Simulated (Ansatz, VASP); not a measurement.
Two plane-wave programs on Sr2Li3Mo

Contents of INCAR:

```
SYSTEM = Sr2Li3Mo
PREC = Accurate ; ENCUT = 520
EDIFF = 1E-6 ; ISMEAR = 0
SIGMA = 0.1 ; LREAL = .False.
LASPH = .True. ; NELM = 60
ALGO = Normal ; ISIF = 2
LWAVE = .False. ; LCHARG = .False.
GGA = PE ; NBANDS = 30
```

KPOINTS

```
Automatic mesh
0
Gamma
  6 6 4
  0 0 0
```

File POSCAR:

```
Sr2Li3Mo
1.0
    4.4550956400      0.0000000000      0.0000000000
   -2.2275478200      3.8582260000      0.0000000000
    0.0000000000      0.0000000000      7.0869070600
Li Sr Mo
3 2 1
Direct
    0.6666666700      0.3333333300      0.3520774200
    0.3333333300      0.6666666700      0.6479225800
    0.0000000000      0.0000000000      0.5000000000
    0.6666666700      0.3333333300      0.7472822100
    0.3333333300      0.6666666700      0.2527177900
    0.0000000000      0.0000000000      0.0000000000
```

Input for Ansatz:

```yaml
crystal:
  lattice:
    - [4.45509564, 0.0, 0.0]
    - [-2.22754782, 3.858226, 0.0]
    - [0.0, 0.0, 7.08690706]
  atoms:
    - { symbol: Li, position: [0.66666667, 0.33333333, 0.35207742] }
    - { symbol: Li, position: [0.33333333, 0.66666667, 0.64792258] }
    - { symbol: Li, position: [0.0, 0.0, 0.5] }
    - { symbol: Sr, position: [0.66666667, 0.33333333, 0.74728221] }
    - { symbol: Sr, position: [0.33333333, 0.66666667, 0.25271779] }
    - { symbol: Mo, position: [0.0, 0.0, 0.0] }
basis:
  ecutwfc: 420
kpoints:
  mp_grid: { grid: [6, 6, 4] }
hamiltonian:
  xc: pbe
scf:
  occupations: { method: gaussian, width: 0.1 }
  lower_state_search: "off"
output:
  forces: true
  stress: true
  eigenvalues: true
```

Change from the starting cell: species swapped into the Li3SmSb2 type (P-3m1, No. 164).

Alike in both runs: task single point; functional PBE; k mesh 6 × 6 × 4; occupations gaussian, width 0.1 eV; no spin polarisation.

|  | VASP | Ansatz |
| --- | --- | --- |
| version | VASP 6.6.1 | Ansatz 0.2.0 |
| potentials or method | VASP PAW PBE potentials, release 64 (Li_sv, Sr_sv, Mo_sv), cutoff 520 eV | scalar-relativistic, plane waves, PAW |
| valence electrons in the cell | 43 | 43 |

|  | VASP | Ansatz | Ansatz less VASP |
| --- | --- | --- | --- |
| gap on the k mesh at the Fermi level (eV) | none | none | - |
| rms of the force components (eV/Å) | 0.725 | 0.727 | +0.0023 |

Atom by atom the forces differ by 0.003 eV/Å (rms over components). A gap of «none» marks a metal or a gap that the smearing closes. The functional is the same, so the differences come from potentials, cutoffs and numerics.

Noted on VASP's run: the cutoff is short for stress, so the pressure is rough.
